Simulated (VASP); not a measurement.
Write the native input for VASP 6.6.1 that does the following.

| Property | Result |
| --- | --- |
| Task | single point |
| Functional | RPBE |
| Potentials or basis | VASP PAW PBE potentials, release 64 (Tl_d) |
| Cutoff | 520 eV |
| k mesh | 16 × 16 × 9 |
| Occupations | fermi-dirac, width 0.1 eV |
| Spin | no spin polarisation |
| Dipole correction | no |
| Further INCAR settings | ALGO = Normal; EDIFF = 1e-06; NBANDS = 20 |

The structure of Tl lies in POSCAR:

```
Tl
1.0
    3.6899620503      0.0000000000      0.0000000000
   -1.8449810251      3.1956008745      0.0000000000
    0.0000000000      0.0000000000      5.7378025583
Tl
2
Direct
    0.3333333333      0.6666666667      0.2500000000
    0.6666666667      0.3333333333      0.7500000000
```

The input as run:

INCAR

```
SYSTEM = Tl
PREC     = Accurate       ! precision mode
ENCUT    = 520            ! plane-wave cutoff, eV
EDIFF    = 1E-6           ! SCF threshold, eV
ISMEAR   = -1             ! smearing method
SIGMA    = 0.1            ! smearing width, eV
LREAL    = .FALSE.        ! projectors in reciprocal space
LASPH    = .TRUE.         ! aspherical terms in the spheres
NELM     = 80             ! most SCF steps
ALGO     = Normal         ! electronic algorithm
ISIF     = 2              ! what is computed and relaxed
LWAVE    = .FALSE.        ! write WAVECAR
LCHARG   = .FALSE.        ! write CHGCAR
GGA      = RP             ! functional
NBANDS   = 20             ! bands
```

KPOINTS

```
regular mesh
0
G
  16 16 9
  0 0 0
```

Potentials or basis: VASP PAW PBE potentials, release 64 (Tl_d).

Launch:

```console
$ cat potpaw_PBE.64/Tl_d/POTCAR > POTCAR
$ mpirun -np 1 vasp_std > vasp.out
```

Results of the run:

| Property | Result |
| --- | --- |
| Pressure | -0.1 GPa |
| Band gap on the k mesh | zero (bands 13 and 14 overlap by 3.95 eV) |

Caveat: the PAW data sets were made with another functional, which shifts forces and pressure a little; spin-orbit coupling is left out, which moves the levels of the heavy elements.

It took 59 s on 1 thread of Intel(R) Xeon(R) 6975P-C (Granite Rapids), on a shared host, peak memory 0.29 GiB.
